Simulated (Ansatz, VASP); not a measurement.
# Ir in VASP and in Ansatz

The input INCAR:

```
PREC = Accurate
ENCUT = 600
EDIFF = 1E-6
ISMEAR = 0
SIGMA = 0.1
LREAL = F
LASPH = T
NELM = 60
ALGO = Fast
ISIF = 3
LWAVE = F
LCHARG = F
GGA = PE
IBRION = 2
NSW = 80
EDIFFG = -0.015
```

The input KPOINTS:

```
Automatic mesh
0
Gamma
  8 9 9
```

Contents of POSCAR:

```
Ir
1.0
    0.0000000000      0.0000000000     -4.4532263859
   -4.1221438018     -2.3799208336      0.0000000000
    0.0000000001      4.7598416672      0.0000000000
Ir
6
Direct
    0.2500000000      0.3333333333      0.3333333333
    0.2500000000      0.6666666667      1.0000000000
    0.2500000000      1.0000000000      0.6666666667
    0.7500000000      0.6666666667      0.6666666667
    0.7500000000      1.0000000000      0.3333333333
    0.7500000000      0.3333333333      1.0000000000
```

Input for Ansatz:

```yaml
crystal:
  lattice:
    - [0.0, 0.0, -4.4532263859]
    - [-4.1221438018, -2.3799208336, 0.0]
    - [1.0e-10, 4.7598416672, 0.0]
  atoms:
    - { symbol: Ir, position: [0.25, 0.3333333333, 0.3333333333] }
    - { symbol: Ir, position: [0.25, 0.6666666667, 1.0] }
    - { symbol: Ir, position: [0.25, 1.0, 0.6666666667] }
    - { symbol: Ir, position: [0.75, 0.6666666667, 0.6666666667] }
    - { symbol: Ir, position: [0.75, 1.0, 0.3333333333] }
    - { symbol: Ir, position: [0.75, 0.3333333333, 1.0] }
basis:
  ecutwfc: 420
kpoints:
  mp_grid: { grid: [8, 9, 9] }
hamiltonian:
  xc: pbe
scf:
  occupations: { method: gaussian, width: 0.1 }
output:
  forces: true
  stress: true
  eigenvalues: true
relax:
  adjacent_minimum: "off"
  f_tol: 0.015
  max_steps: 60
  cell: { stress_tol: 0.15 }
```

Alike in both runs: task relaxation of cell and atoms; functional PBE; k mesh 8 × 9 × 9; occupations gaussian, width 0.1 eV; no spin polarisation.

|  | VASP | Ansatz |
| --- | --- | --- |
| version | VASP 6.6.1 | Ansatz 0.2.0 |
| potentials or method | VASP PAW PBE potentials, release 64 (Ir), cutoff 600 eV | scalar-relativistic, plane waves, PAW |
| valence electrons in the cell | 54 | 102 |

|  | VASP | Ansatz | Ansatz less VASP |
| --- | --- | --- | --- |
| gap on the k mesh at the Fermi level, each at its own relaxed structure (eV) | none | none | - |
| relaxed volume (Å³/atom) | 14.59 | 14.56 | -0.026 |
| relaxed cell length with the largest relative difference (Å) | 4.762 | 4.759 | -0.0037 |

A gap of «none» marks a metal or a gap that the smearing closes. VASP's potentials hold 54 valence electrons a cell and Ansatz's 102, so a difference there can come from the potentials and not from the codes.

Neither program's run includes spin-orbit coupling.
